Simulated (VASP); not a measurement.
Set up this calculation in VASP 6.6.1, as the native input.

```
Task                   : single point
Functional             : LDA
Potentials or basis    : VASP PAW LDA potentials, release 64 (Ni)
Cutoff                 : 520 eV
k mesh                 : 12 × 12 × 12
Occupations            : gaussian, width 0.1 eV
Spin                   : collinear spin, ferromagnetic start
Starting moments       : [0.98] μB
Fixed moment           : 0.98 μB
Dipole correction      : no
Further INCAR settings : ALGO = Normal; EDIFF = 1e-07; NBANDS = 15
```

The structure of Ni lies in POSCAR:

```
Ni
1.0
    0.0000000000      1.7683500000      1.7683500000
    1.7683500000      0.0000000000      1.7683500000
    1.7683500000      1.7683500000      0.0000000000
Ni
1
Direct
    0.0000000000      0.0000000000      0.0000000000
```

The input as run:

INCAR

```
ALGO = Normal
EDIFF = 1E-7
ENCUT = 520
GGA = CA
ISIF = 2
ISMEAR = 0
ISPIN = 2
LASPH = True
LCHARG = True
LELF = True
LMAXMIX = 4
LORBIT = 11
LREAL = False
LVHAR = True
LWAVE = False
MAGMOM = 0.98
NBANDS = 15
NELM = 150
NUPDOWN = 0.98
PREC = Accurate
SIGMA = 0.1
```

KPOINTS

```
k-points
0
Gamma
  12 12 12
```

Potentials or basis: VASP PAW LDA potentials, release 64 (Ni).

Launch:

```sh
$ cat potpaw_LDA.64/Ni/POTCAR > POTCAR
$ mpirun -np 1 vasp_std > vasp.out
```

It gave:

| Item | Value |
| --- | --- |
| Pressure | -16.6 GPa |
| Net moment | 0.98 μB per cell |
| Site moments | Ni +0.97 μB |
| Valence electrons inside the program's atomic spheres | Ni 9.28 |

Caveat: the total moment is fixed, so each spin has its own Fermi level.

Run time: 24 s on 1 thread of AMD EPYC 9R45 96-Core Processor (Zen 5), on a shared host, peak memory 0.1 GiB.
